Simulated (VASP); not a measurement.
Set up this calculation in VASP 6.6.1, as the native input.

| Property | Result |
| --- | --- |
| Task | single point |
| Functional | PBEsol |
| Potentials or basis | VASP PAW PBE potentials, release 64 (As) |
| Cutoff | 520 eV |
| k mesh | 22 × 22 × 22 |
| Occupations | gaussian, width 0.1 eV |
| Spin | no spin polarisation |
| Dipole correction | no |
| Further INCAR settings | ALGO = Normal; EDIFF = 1e-06; NBANDS = 12 |

The structure of As lies in POSCAR:

```
As
1.0
   -2.6434504616      2.6434504616      1.3873043204
    2.6434504616     -2.6434504616      1.3873043204
    2.6434504616      2.6434504616     -1.3873043204
As
2
Direct
    0.0000000000      0.0000000000      0.0000000000
    0.7500000000      0.2500000000      0.5000000000
```

The input as run:

INCAR

```
SYSTEM = As
PREC = Accurate
ENCUT = 520
EDIFF = 1E-6
ISMEAR = 0
SIGMA = 0.1
LREAL = .False.
LASPH = .True.
NELM = 100
ALGO = Normal
ISIF = 2
LWAVE = .False.
LCHARG = .False.
GGA = PS
NBANDS = 12
```

KPOINTS

```
Automatic mesh
0
Gamma
  22 22 22
  0 0 0
```

Potentials or basis: VASP PAW PBE potentials, release 64 (As).

Run with:

```bash
$ cat potpaw_PBE.64/As/POTCAR > POTCAR
$ mpirun -np 1 vasp_std > vasp.out
```

Results of the run:

The pressure is 0.3 GPa. The band gap on the k mesh is zero (bands 5 and 6 overlap by 7.12 eV).

Caveat: the PAW data sets were made with another functional, which shifts forces and pressure a little.

Run time: 4.8 min on 1 thread of Intel Xeon 8259CL, on a shared host, peak memory 0.44 GiB.
